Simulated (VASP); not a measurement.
# CdSe (Cadmoselite) (P6_3mc) in VASP: further runs, part 2 of 2

VASP 6.6.1.

## (3) Single point, r2SCAN (in-plane strain +0.01)

Contents of POSCAR:

```
CdSe
1.0
    4.3834424511      0.0000000000      0.0000000000
   -2.1917212255      3.7961725187      0.0000000000
    0.0000000000      0.0000000000      7.0352703653
Cd Se
2 2
Direct
    0.3333333333      0.6666666667      0.0045374022
    0.6666666667      0.3333333333      0.5045374022
    0.3333333333      0.6666666667      0.3804625978
    0.6666666667      0.3333333333      0.8804625978
```

Contents of INCAR.step1:

```
PREC = Accurate
ENCUT = 520
ISMEAR = 0
SIGMA = 0.01
LREAL = False
LASPH = True
NELM = 100
NBANDS = 26
GGA = PE
ALGO = Normal
EDIFF = 1E-4
LWAVE = True
LCHARG = False
```

Contents of INCAR.step2:

```
PREC = Accurate
ENCUT = 520
EDIFF = 1E-6
ISMEAR = 0
SIGMA = 0.01
LREAL = False
LASPH = True
NELM = 100
ALGO = Normal
ISIF = 2
LWAVE = False
LCHARG = False
METAGGA = R2SCAN
LMIXTAU = True
NBANDS = 26
ISTART = 1
```

Contents of KPOINTS:

```
Automatic mesh
0
Gamma
  6 6 4
```

Potentials or basis: VASP PAW PBE potentials, release 64 (Cd, Se).

Run with:

```bash
> cat potpaw_PBE.64/Cd/POTCAR potpaw_PBE.64/Se/POTCAR > POTCAR
> cp INCAR.step1 INCAR
> mpirun -np 1 vasp_std > vasp.out
> cp INCAR.step2 INCAR
> mpirun -np 1 vasp_std > vasp.out
```

OUTCAR:

```text
PREC = Accurate
   ENCUT = 520
   EDIFF = 1E-6
   ISMEAR = 0
   LREAL = False
   LASPH = True
   NELM = 100
   ISIF = 2
   METAGGA = R2SCAN
   ISTART = 1

 ion  position               nearest neighbor table
   1  0.333  0.667  0.005-   3 2.64   4 2.68   4 2.68   4 2.68
   2  0.667  0.333  0.505-   4 2.64   3 2.68   3 2.68   3 2.68
   3  0.333  0.667  0.380-   1 2.64   2 2.68   2 2.68   2 2.68
   4  0.667  0.333  0.880-   2 2.64   1 2.68   1 2.68   1 2.68

  LATTYP: Found a hexagonal cell.
[... 804 lines left out ...]
  FORCE on cell =-STRESS in cart. coord.  units (eV):
  Direction    XX          YY          ZZ          XY          YZ          ZX
  --------------------------------------------------------------------------------------
  -------------------------------------------------------------------------------------
  Total       -0.6482380     -0.6482380      0.3475868     -0.0000000      0.0000000      0.0000000
  in kB       -8.8716222     -8.8716222      4.7569857     -0.0000000      0.0000000      0.0000000
  external PRESSURE =      -4.3287529 kB  Pullay stress =       0.0000000 kB

 VOLUME and BASIS-vectors are now :
 -----------------------------------------------------------------------------
  energy-cutoff  :      520.00
  volume of cell :      117.07
      direct lattice vectors                 reciprocal lattice vectors
     4.383442451  0.000000000  0.000000000     0.228131203  0.131711612  0.000000000
    -2.191721225  3.796172519  0.000000000     0.000000000  0.263423223  0.000000000
     0.000000000  0.000000000  7.035270365     0.000000000  0.000000000  0.142140948

 POSITION                                       TOTAL-FORCE (eV/Angst)
 -----------------------------------------------------------------------------------
     -0.00000      2.53078      0.03192         0.000000     -0.000000     -0.108623
      2.19172      1.26539      3.54956        -0.000000      0.000000     -0.108623
     -0.00000      2.53078      2.67666         0.000000      0.000000      0.108623
      2.19172      1.26539      6.19429        -0.000000     -0.000000      0.108623
 -----------------------------------------------------------------------------------
    total drift:                               -0.000000     -0.000000      0.001370

  FREE ENERGIE OF THE ION-ELECTRON SYSTEM (eV)
  ---------------------------------------------------
  free  energy   TOTEN  =       -71.8236313718 eV

  energy  without entropy=      -71.8236313718  energy(sigma->0) =      -71.82363137
```

OUTCAR.step1:

```text
PREC = Accurate
   ENCUT = 520
   ISMEAR = 0
   LREAL = False
   LASPH = True
[... 834 lines left out ...]
     -0.00000      2.53078      0.03192        -0.000000      0.000000     -0.108993
      2.19172      1.26539      3.54956         0.000000     -0.000000     -0.108993
     -0.00000      2.53078      2.67666        -0.000000      0.000000      0.108993
      2.19172      1.26539      6.19429         0.000000     -0.000000      0.108993
 -----------------------------------------------------------------------------------
    total drift:                               -0.000000     -0.000000     -0.000554

  FREE ENERGIE OF THE ION-ELECTRON SYSTEM (eV)
  ---------------------------------------------------
  free  energy   TOTEN  =       -10.9775587853 eV

  energy  without entropy=      -10.9775587853  energy(sigma->0) =      -10.97755879
```

Run time: 3.3 min. Hardware: 1 thread of AMD EPYC 9R45 (Zen 5), shared host; peak memory 0.27 GiB.

Results:

- Free energy: -71.8236 eV
- Pressure: -0.4 GPa
- Largest force: 0.109 eV/Å
- Band gap on the k mesh: 1.08 eV, direct

Forces on the atoms (eV/Å):
```
Cd   0.000  0.000 -0.109
Cd   0.000  0.000 -0.109
Se   0.000  0.000  0.109
Se   0.000  0.000  0.109
```

Levels at points of the mesh, in eV from the valence-band top:
| k point | band 15 | band 16 | band 17 | band 18 | band 19 | band 20 | band 21 | band 22 |
| --- | --- | --- | --- | --- | --- | --- | --- | --- |
| (0.00, 0.00, 0.00) | -0.76 | 0.00 | 0.00 | 0.00 | 1.08 | 2.56 | 6.33 | 6.33 |
| (0.50, 0.00, 0.00) | -2.52 | -1.78 | -1.24 | -0.68 | 3.63 | 3.66 | 5.17 | 6.60 |
| (0.00, 0.00, 0.50) | -0.39 | -0.39 | -0.39 | -0.39 | 2.74 | 2.74 | 6.31 | 6.31 |
| (0.50, 0.00, 0.50) | -1.27 | -1.27 | -1.24 | -1.24 | 3.35 | 3.35 | 5.30 | 5.30 |

Caveat: the cell differs from its parent crystal (in-plane strain +0.01); the PAW data sets were made with another functional, which shifts forces and pressure a little.

## (4) Single point, r2SCAN (in-plane strain +0.02, then relaxed in part)

Contents of POSCAR:

```
CdSe
1.0
    4.4268428714      0.0000000000      0.0000000000
   -2.2134214357      3.8337583852      0.0000000000
    0.0000000000      0.0000000000      6.9492799358
Cd Se
2 2
Direct
    0.3333333333      0.6666666667      0.0003981812
    0.6666666667      0.3333333333      0.5003981812
    0.3333333333      0.6666666667      0.3846018188
    0.6666666667      0.3333333333      0.8846018188
```

Contents of INCAR.step1:

```
PREC = Accurate
ENCUT = 520
ISMEAR = 0
SIGMA = 0.01
LREAL = F
LASPH = T
NELM = 80
NBANDS = 26
GGA = PE
ALGO = Normal
EDIFF = 1E-4
LWAVE = T
LCHARG = F
```

Contents of INCAR.step2:

```
PREC = Accurate
ENCUT = 520
EDIFF = 1E-6
ISMEAR = 0
SIGMA = 0.01
LREAL = F
LASPH = T
NELM = 80
ALGO = Normal
ISIF = 2
LWAVE = F
LCHARG = T
METAGGA = R2SCAN
LMIXTAU = T
LELF = T
LVHAR = T
NBANDS = 26
ISTART = 1
```

Contents of KPOINTS:

```
regular mesh
0
Gamma
  6 6 4
```

Run with:

```bash
> cat potpaw_PBE.64/Cd/POTCAR potpaw_PBE.64/Se/POTCAR > POTCAR
> cp INCAR.step1 INCAR
> mpirun -np 1 vasp_std > vasp.out
> cp INCAR.step2 INCAR
> mpirun -np 1 vasp_std > vasp.out
```

Wall time 2.8 min (1 thread of AMD EPYC 9R45 (Zen 5), shared host); peak memory 0.27 GiB.

The run converged. Its results:

| Quantity | Value |
| --- | --- |
| Free energy | -71.8104 eV |
| Pressure | -0.8 GPa |
| Band gap on the k mesh | 1.01 eV, direct |

Stress tensor (GPa, compression positive):
```
-1.36  0.00  0.00
 0.00 -1.36  0.00
 0.00  0.00  0.23
```

Levels at points of the mesh, in eV from the valence-band top:
| k point | band 16 | band 17 | band 18 | band 19 | band 20 | band 21 |
| --- | --- | --- | --- | --- | --- | --- |
| (0.00, 0.00, 0.00) | -0.09 | -0.09 | 0.00 | 1.01 | 2.29 | 6.18 |
| (0.50, 0.00, 0.00) | -1.87 | -1.22 | -0.78 | 3.48 | 3.58 | 5.22 |
| (0.00, 0.00, 0.50) | -0.48 | -0.48 | -0.48 | 2.60 | 2.60 | 6.27 |
| (0.50, 0.00, 0.50) | -1.37 | -1.18 | -1.18 | 3.34 | 3.34 | 5.21 |

Caveat: the cell differs from its parent crystal (in-plane strain +0.02, then relaxed in part); the PAW data sets were made with another functional, which shifts forces and pressure a little.

## (5) Overview

```tsv
cell	gap on the mesh (eV)	pressure (GPa)
a = 4.383, b = 4.383, c = 7.013 Å, angles 90.0, 90.0, 120.0°, 4 atoms	1.07	-0.3
a = 4.383, b = 4.383, c = 7.035 Å, angles 90.0, 90.0, 120.0°, 4 atoms	1.08	-0.4
a = 4.427, b = 4.427, c = 6.949 Å, angles 90.0, 90.0, 120.0°, 4 atoms	1.01	-0.8
```

Alike in all rows: task single point; level r2SCAN; potentials or basis VASP PAW PBE potentials, release 64 (Cd, Se); no spin polarisation; k mesh 6 × 6 × 4; cutoff (eV) 520; smearing gaussian 0.01 eV.

Caveats: the PAW data sets were made with another functional, which shifts forces and pressure a little.

Total energies depend on the potentials used, so only differences within one code and one set of settings carry meaning.
